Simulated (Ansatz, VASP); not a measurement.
# Two plane-wave programs on Co

Contents of INCAR:

```
ALGO = Normal
EDIFF = 1E-6
ENCUT = 520
GGA = PS
ISIF = 2
ISMEAR = -1
ISPIN = 2
ISYM = 0
LASPH = T
LCHARG = T
LELF = T
LMAXMIX = 4
LORBIT = 11
LREAL = F
LVHAR = T
LWAVE = F
MAGMOM = 0.3 0.3
NBANDS = 20
NELM = 150
PREC = Accurate
SIGMA = 0.1
```

Contents of KPOINTS:

```
k-points
0
Gamma
  14 14 8
```

The input POSCAR:

```
Co
1.0
    2.5359998200      0.0000000000      0.0000000000
   -1.2679999100      2.1962402600      0.0000000000
    0.0000000000      0.0000000000      4.1360000000
Co
2
Direct
    0.3333333300      0.6666666700      0.2500000000
    0.6666666700      0.3333333300      0.7500000000
```

Input for Ansatz:

```yaml
crystal:
  lattice:
    - [2.53599982, 0.0, 0.0]
    - [-1.26799991, 2.19624026, 0.0]
    - [0.0, 0.0, 4.136]
  atoms:
    - { symbol: Co, position: [0.33333333, 0.66666667, 0.25], spin: 0.3 }
    - { symbol: Co, position: [0.66666667, 0.33333333, 0.75], spin: 0.3 }
  symmetry: { detect: false, time_reversal: true }
magnetization:
  spin_polarized: true
hamiltonian:
  xc: pbesol
  pseudopotentials: { kind: paw }
basis:
  ecutwfc: 420
kpoints:
  mp_grid: { grid: [14, 14, 8] }
scf:
  occupations: { method: fermi_dirac, width: 0.1 }
  lower_state_search: "off"
output:
  forces: true
  stress: true
```

Alike in both runs: task single point; functional PBEsol; k mesh 14 × 14 × 8; occupations fermi-dirac, width 0.1 eV; collinear spin.

```csv
,VASP,Ansatz
version,VASP 6.6.1,Ansatz 0.2.0
potentials or method,"VASP PAW PBE potentials, release 64 (Co), cutoff 520 eV","PAW, plane waves, scalar-relativistic"
valence electrons in the cell,18,34
```

Ansatz gave:

- pressure (GPa): -19.5
- traceless stress, the component that is largest in VASP (GPa): -1.19
- net moment per atom (μB): 1.67
- size of the moment on the site where the two differ most (μB): 1.74

Problem. Which values does VASP return?

Solution. Pressure (GPa): -19.8; traceless stress, the component that is largest in VASP (GPa): -1.26; net moment per atom (μB): 1.65; size of the moment on the site where the two differ most (μB): 1.68.

VASP's potentials were made for PBE, not for PBEsol. Site moments also hang on the region over which each program counts them. With one functional, cell and mesh, what is left measures potentials, basis and numerics. VASP's potentials hold 18 valence electrons a cell and Ansatz's 34, so a difference there can come from the potentials and not from the codes.
